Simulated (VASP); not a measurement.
# Ge (P6_3/mmc) in VASP: notebook

The runs below take Ge through single point, with PBE.

All numbers are computed with VASP 6.6.1; they aren't measurements. Logs are shortened: lines on timing, memory, paths and dates and some standing lists are left out, and cuts for length are marked.

## (1) The cell of the first run

Symmetry: P6_3/mmc, No. 194, hexagonal system. The conventional cell has a = 2.649 Å, b = 2.649 Å, c = 4.462 Å, α = 90.00°, β = 90.00°, γ = 120.00°. Ge (site symmetry -6m2) has 12 Ge at 2.65 to 2.70 Å within 3.5 Å.

This isn't the form of Ge at room conditions, which is diamond.

## (2) Single point, PBE

INCAR

```
SYSTEM = Ge
PREC     = Accurate       ! precision mode
ENCUT    = 520            ! plane-wave cutoff, eV
EDIFF    = 1E-6           ! SCF threshold, eV
ISMEAR   = -1             ! smearing method
SIGMA    = 0.1            ! smearing width, eV
LREAL    = .False.        ! projectors in reciprocal space
LASPH    = .True.         ! aspherical terms in the spheres
NELM     = 100            ! most SCF steps
ALGO     = Normal         ! electronic algorithm
ISIF     = 2              ! what is computed and relaxed
LWAVE    = .False.        ! write WAVECAR
LCHARG   = .False.        ! write CHGCAR
GGA      = PE             ! functional
NBANDS   = 21             ! bands
```

KPOINTS

```
regular mesh
0
Gamma
  14 14 8
  0 0 0
```

POSCAR

```
Ge
1.0
    2.6489630337      0.0000000000      0.0000000000
   -1.3244815168      2.2940692808      0.0000000000
    0.0000000000      0.0000000000      4.4615699096
Ge
2
Direct
    0.3333333333      0.6666666667      0.2500000000
    0.6666666667      0.3333333333      0.7500000000
```

Potentials or basis: VASP PAW PBE potentials, release 64 (Ge_d).

On the command line:

```
$ cat potpaw_PBE.64/Ge_d/POTCAR > POTCAR
$ mpirun -np 1 vasp_std > vasp.out
```

OUTCAR:

```text
SYSTEM = Ge
   PREC = Accurate
   ENCUT = 520
   EDIFF = 1E-6
   ISMEAR = -1
   LREAL = .False.
   LASPH = .True.
   NELM = 100
   ISIF = 2
   GGA = PE

 ion  position               nearest neighbor table
   1  0.333  0.667  0.250-   2 2.70   2 2.70   2 2.70   2 2.70   2 2.70   2 2.70
   2  0.667  0.333  0.750-   1 2.70   1 2.70   1 2.70   1 2.70   1 2.70   1 2.70

  LATTYP: Found a hexagonal cell.
 ALAT       =     2.6489630337
 C/A-ratio  =     1.6842703552

  Lattice vectors:

 A1 = (   2.6489630337,   0.0000000000,   0.0000000000)
 A2 = (  -1.3244815168,   2.2940692808,   0.0000000000)
 A3 = (   0.0000000000,   0.0000000000,   4.4615699096)

Analysis of symmetry for initial positions (statically):
=====================================================================
 Subroutine PRICEL returns:
 Original cell was already a primitive cell.

 Routine SETGRP: Setting up the symmetry group for a
 hexagonal supercell.

 Subroutine GETGRP returns: Found 24 space group operations
 (whereof 12 operations were pure point group operations)
 out of a pool of 24 trial point group operations.

The static configuration has the point symmetry D_3d.
 The point group associated with its full space group is D_6h.

Analysis of symmetry for dynamics (positions and initial velocities):
=====================================================================
 Subroutine PRICEL returns:
 Original cell was already a primitive cell.

 Routine SETGRP: Setting up the symmetry group for a
 hexagonal supercell.

 Subroutine GETGRP returns: Found 24 space group operations
 (whereof 12 operations were pure point group operations)
 out of a pool of 24 trial point group operations.

The dynamic configuration has the point symmetry D_3d.
 The point group associated with its full space group is D_6h.

 Subroutine INISYM returns: Found 24 space group operations
 (whereof 12 operations are pure point group operations),
 and found     1 'primitive' translations

----------------------------------------------------------------------------------------

                                     Primitive cell

  volume of cell :      27.1125

  direct lattice vectors                    reciprocal lattice vectors
     2.648963034  0.000000000  0.000000000     0.377506212  0.217953313  0.000000000
    -1.324481517  2.294069281  0.000000000     0.000000000  0.435906626  0.000000000
     0.000000000  0.000000000  4.461569910     0.000000000  0.000000000  0.224136351

  length of vectors
     2.648963034  2.648963034  4.461569910     0.435906626  0.435906626  0.224136351

  position of ions in fractional coordinates (direct lattice)
     0.333333333  0.666666667  0.250000000
     0.666666667  0.333333333  0.750000000

  ion indices of the primitive-cell ions
   primitive index   ion index
                 1           1
                 2           2

----------------------------------------------------------------------------------------

 KPOINTS: regular mesh

Automatic generation of k-mesh.
 Grid dimensions read from file:
 generate k-points for:   14   14    8

 Generating k-lattice:

  Cartesian coordinates                     Fractional coordinates (reciprocal lattice)
     0.026964729  0.015568094  0.000000000     0.071428571  0.000000000  0.000000000
     0.000000000  0.031136188  0.000000000     0.000000000  0.071428571  0.000000000
     0.000000000  0.000000000  0.028017044     0.000000000  0.000000000  0.125000000

  Length of vectors
     0.031136188  0.031136188  0.028017044

  Shift w.r.t. Gamma in fractional coordinates (k-lattice)
     0.000000000  0.000000000  0.000000000

 Subroutine IBZKPT returns following result:
 ===========================================

 Found    120 irreducible k-points:

 Following reciprocal coordinates:
            Coordinates               Weight
  0.000000  0.000000  0.000000      1.000000
  0.071429 -0.000000  0.000000      6.000000
  0.142857 -0.000000  0.000000      6.000000
  0.214286 -0.000000  0.000000      6.000000
  0.285714 -0.000000  0.000000      6.000000
  0.357143 -0.000000  0.000000      6.000000
[... 16 lines left out ...]
  0.285714  0.285714  0.000000      6.000000
  0.357143  0.285714  0.000000      6.000000
 [... further k-points ...]
   k-points           NKPTS =    120   k-points in BZ     NKDIM =    120   number of bands    NBANDS=     21
   number of dos      NEDOS =    301   number of ions     NIONS =      2
   total plane-waves  NPLWV =  14400
   dimension x,y,z NGX =    20 NGY =   20 NGZ =   36
   dimension x,y,z NGXF=    40 NGYF=   40 NGZF=   72
   ions per type =               2
   NGX,Y,Z   is equivalent  to a cutoff of  12.55, 12.55, 13.41 a.u.
   NGXF,Y,Z  is equivalent  to a cutoff of  25.10, 25.10, 26.83 a.u.
 SYSTEM =  Ge
   PREC   = accura    normal or accurate (medium, high low for compatibility)
   ISTART =      0    job   : 0-new  1-cont  2-samecut
   ICHARG =      2    charge: 1-file 2-atom 10-const
   ISPIN  =      1    spin polarized calculation?
   LNONCOLLINEAR =      F non collinear calculations
   LSORBIT =      F    spin-orbit coupling
   LASPH  =      T    aspherical Exc in radial PAW
   ENCUT  =  520.0 eV  38.22 Ry    6.18 a.u.   4.93  4.93  8.30*2*pi/ulx,y,z
   NELM   =    100;   NELMIN=  2; NELMDL= -5     # of ELM steps
   EDIFF  = 0.1E-05   stopping-criterion for ELM
   LREAL  =      F    real-space projection
   EDIFFG = 0.1E-04   stopping-criterion for IOM
   NSW    =      0    number of steps for IOM
   IBRION =     -1    ionic relax: 0-MD 1-quasi-New 2-CG
   NFREE  =      0    steps in history (QN), initial steepest desc. (CG)
   ISIF   =      2    stress and relaxation
   ISYM   =      2    0-nonsym 1-usesym 2-fastsym
   POTIM  = 0.5000    time-step for ionic-motion
   TEBEG  =    0.0;   TEEND  =   0.0 temperature during run
   PSTRESS=    0.0 pullay stress
   NELECT =      28.0000    total number of electrons
   NUPDOWN=      -1.0000    fix difference up-down
   EMIN   =  10.00;   EMAX   =-10.00  energy-range for DOS
   EFERMI =   0.00;   METHOD = LEGACY
   ISMEAR =    -1;   SIGMA  =   0.10  broadening in eV -4-tet -1-fermi 0-gaus
   EFERMI_NEDOS =   21; number of points for ismear=-14 and -15
   IALGO  =     38    algorithm
   IMIX   =      4    mixing-type and parameters
     AMIX     =   0.40;   BMIX     =  1.00
     AMIX_MAG =   1.60;   BMIX_MAG =  1.00
  volume/ion in A,a.u.               =      13.56        91.48
  Fermi-wavevector in a.u.,A,eV,Ry     =   1.654769  3.127061 37.256310  2.738262
  Thomas-Fermi vector in A             =   2.742980
   LORBIT       =      0    0 simple, 1 ext, 2 COOP (PROOUT), +10 PAW based schemes
   GGA     = PE    functional components
   LHFCALC =     F    Hartree Fock is set to
   AEXX    =    0.0000 exact exchange contribution
   IVDW    =     0    specifies the selected vdW correction
   LEPSILON=     F    determine dielectric tensor
   LRPA    =     F    only Hartree local field effects (RPA)
 non-spin polarized calculation
  energy-cutoff  :      520.00
  volume of cell :       27.11
 maximum number of plane-waves:       751
 NGX is ok and might be reduce to    20
   NGX =  9   NGY =  9   NGZ = 17

 number of electron      27.9999987 magnetization

 Free energy of the ion-electron system (eV)
  ---------------------------------------------------
  ext. energy  EPLUGINS =         0.00000000
  ---------------------------------------------------
  free energy    TOTEN  =        -7.06326720 eV

  energy without entropy =       -7.03842349  energy(sigma->0) =       -7.05084534

 E-fermi :  11.1186     XC(G=0): -13.0637

 val. band max:       11.1025219584   @ k =   0.5000  -0.0000   0.1250
 cond. band min:      11.1301662066   @ k =   0.4286   0.1429   0.2500
 fundamental gap:      0.0276442482
 Fermi energy:        11.1185766010

 k-point     1 :       0.0000    0.0000    0.0000
  band No.  band energies     occupation
      1     -14.1186      2.00000
      2     -14.0859      2.00000
      3     -14.0563      2.00000
      4     -14.0563      2.00000
      5     -14.0363      2.00000
      6     -14.0363      2.00000
[... 13 lines left out ...]
     20      26.1336      0.00000
     21      27.9340      0.00000

 k-point     2 :       0.0714   -0.0000    0.0000
  band No.  band energies     occupation
      1     -14.1133      2.00000
      2     -14.0861      2.00000
      3     -14.0515      2.00000
      4     -14.0441      2.00000
      5     -14.0357      2.00000
      6     -14.0247      2.00000
[... 13 lines left out ...]
     20      26.6904      0.00000
     21      27.3926      0.00000

 k-point     3 :       0.1429   -0.0000    0.0000
  band No.  band energies     occupation
      1     -14.1199      2.00000
      2     -14.0738      2.00000
      3     -14.0485      2.00000
      4     -14.0159      2.00000
      5     -14.0097      2.00000
      6     -13.9920      2.00000
[... 13 lines left out ...]
     20      25.8964      0.00000
     21      27.5843      0.00000

 k-point     4 :       0.2143   -0.0000    0.0000
  band No.  band energies     occupation
      1     -14.1467      2.00000
      2     -14.0648      2.00000
      3     -14.0366      2.00000
      4     -14.0205      2.00000
      5     -13.9947      2.00000
      6     -13.9713      2.00000
[... 13 lines left out ...]
     20      25.1454      0.00000
     21      27.4090      0.00000

 k-point     5 :       0.2857   -0.0000    0.0000
  band No.  band energies     occupation
      1     -14.1781      2.00000
      2     -14.0804      2.00000
      3     -14.0598      2.00000
      4     -14.0117      2.00000
      5     -14.0009      2.00000
      6     -13.9282      2.00000
[... 13 lines left out ...]
     20      25.0643      0.00000
     21      27.0788      0.00000
[... 382 lines left out ...]
     20      27.2363      0.00000
     21      29.7924      0.00000

 k-point    22 :       0.3571    0.2143    0.0000
  band No.  band energies     occupation
      1     -14.1405      2.00000
      2     -14.1183      2.00000
      3     -14.0298      2.00000
      4     -14.0295      2.00000
      5     -13.9808      2.00000
      6     -13.9505      2.00000
[... 13 lines left out ...]
     20      27.0241      0.00000
     21      31.3353      0.00000

 k-point    23 :       0.2857    0.2857    0.0000
  band No.  band energies     occupation
      1     -14.1413      2.00000
      2     -14.0534      2.00000
      3     -14.0533      2.00000
      4     -14.0261      2.00000
      5     -13.9831      2.00000
      6     -13.9391      2.00000
[... 13 lines left out ...]
     20      30.3540      0.00000
     21      30.9815      0.00000

 k-point    24 :       0.3571    0.2857    0.0000
  band No.  band energies     occupation
      1     -14.1470      2.00000
      2     -14.0536      2.00000
      3     -14.0163      2.00000
      4     -14.0118      2.00000
      5     -13.9959      2.00000
      6     -13.9576      2.00000
[... 13 lines left out ...]
     20      30.5493      0.00000
     21      32.6793      0.00000

 [... further k-points ...]

------------------------ aborting loop because EDIFF is reached ----------------------------------------

  FORCE on cell =-STRESS in cart. coord.  units (eV):
  Direction    XX          YY          ZZ          XY          YZ          ZX
  --------------------------------------------------------------------------------------
  -------------------------------------------------------------------------------------
  Total        8.5482273      8.5482273      8.5135244      0.0000000      0.0000000      0.0000000
  in kB      505.1455325    505.1455325    503.0948097      0.0000000      0.0000000      0.0000000
  external PRESSURE =     504.4619582 kB  Pullay stress =       0.0000000 kB

 VOLUME and BASIS-vectors are now :
 -----------------------------------------------------------------------------
  energy-cutoff  :      520.00
  volume of cell :       27.11
      direct lattice vectors                 reciprocal lattice vectors
     2.648963034  0.000000000  0.000000000     0.377506212  0.217953313  0.000000000
    -1.324481517  2.294069281  0.000000000     0.000000000  0.435906626  0.000000000
     0.000000000  0.000000000  4.461569910     0.000000000  0.000000000  0.224136351

 POSITION                                       TOTAL-FORCE (eV/Angst)
 -----------------------------------------------------------------------------------
     -0.00000      1.52938      1.11539        -0.000000      0.000000      0.000000
      1.32448      0.76469      3.34618         0.000000     -0.000000      0.000000
 -----------------------------------------------------------------------------------
    total drift:                                0.000000     -0.000000      0.000000

  FREE ENERGIE OF THE ION-ELECTRON SYSTEM (eV)
  ---------------------------------------------------
  free  energy   TOTEN  =        -7.0632671970 eV

  energy  without entropy=       -7.0384234916  energy(sigma->0) =       -7.05084534
```

Wall time 25 s (1 thread of Intel Xeon 6975P-C (Granite Rapids), shared host); peak memory 0.17 GiB.

What came out:

- Free energy: -7.0633 eV
- Pressure: 50.4 GPa
- Band gap on the k mesh: zero (bands 14 and 15 overlap by 13.75 eV)

Levels at points of the mesh, in eV from the Fermi level:
| k point | band 12 | band 13 | band 14 | band 15 | band 16 | band 17 |
| --- | --- | --- | --- | --- | --- | --- |
| (0.00, 0.00, 0.00) | -9.34 | -8.16 | 9.81 | 9.81 | 11.74 | 12.12 |
| (0.50, 0.00, 0.00) | -8.83 | -2.47 | -2.24 | -1.78 | 0.71 | 3.58 |
| (0.00, 0.00, 0.50) | -14.66 | 0.88 | 0.88 | 11.27 | 11.27 | 11.27 |
| (0.50, 0.00, 0.50) | -7.70 | -6.87 | -6.87 | 5.57 | 5.57 | 6.02 |

Caveat: the cell stands under pressure.

## (3) Single point, PBE (13.56 Å³/atom)

INCAR

```
PREC = Accurate ; ENCUT = 520
EDIFF = 1E-6 ; ISMEAR = -1
SIGMA = 0.1 ; LREAL = F
LASPH = T ; NELM = 80
ALGO = Normal ; ISIF = 2
LWAVE = F ; LCHARG = F
GGA = PE ; NBANDS = 21
```

KPOINTS

```
Automatic mesh
0
Gamma
  14 14 8
```

POSCAR is that of step 2.

Potentials or basis: VASP PAW PBE potentials, release 64 (Ge_d).

On the command line:

```
$ cat potpaw_PBE.64/Ge_d/POTCAR > POTCAR
$ mpirun -np 1 vasp_std > vasp.out
```

It took 23 s on 1 thread of Intel Xeon 6975P-C (Granite Rapids), shared host; peak memory 0.17 GiB.

The run converged. Its results:

| Item | Value |
| --- | --- |
| Free energy | -7.0633 eV |
| Pressure | 50.4 GPa |
| Band gap on the k mesh | zero (bands 14 and 15 overlap by 13.75 eV) |

Stress tensor (GPa, compression positive):
```
50.51  0.00  0.00
 0.00 50.51  0.00
 0.00  0.00 50.31
```

Levels at points of the mesh, in eV from the Fermi level:
```
           k point  band 10  band 11  band 12  band 13  band 14  band 15  band 16  band 17  band 18  band 19
(0.00, 0.00, 0.00)   -24.95   -16.61    -9.34    -8.16     9.81     9.81    11.74    12.12    12.12    14.39
(0.50, 0.00, 0.00)   -24.91    -9.58    -8.83    -2.47    -2.24    -1.78     0.71     3.58     7.76     9.46
(0.00, 0.00, 0.50)   -25.00   -14.66   -14.66     0.88     0.88    11.27    11.27    11.27    11.27    15.55
(0.50, 0.00, 0.50)   -24.92    -7.70    -7.70    -6.87    -6.87     5.57     5.57     6.02     6.02     9.44
```

Caveat: the cell stands under pressure.
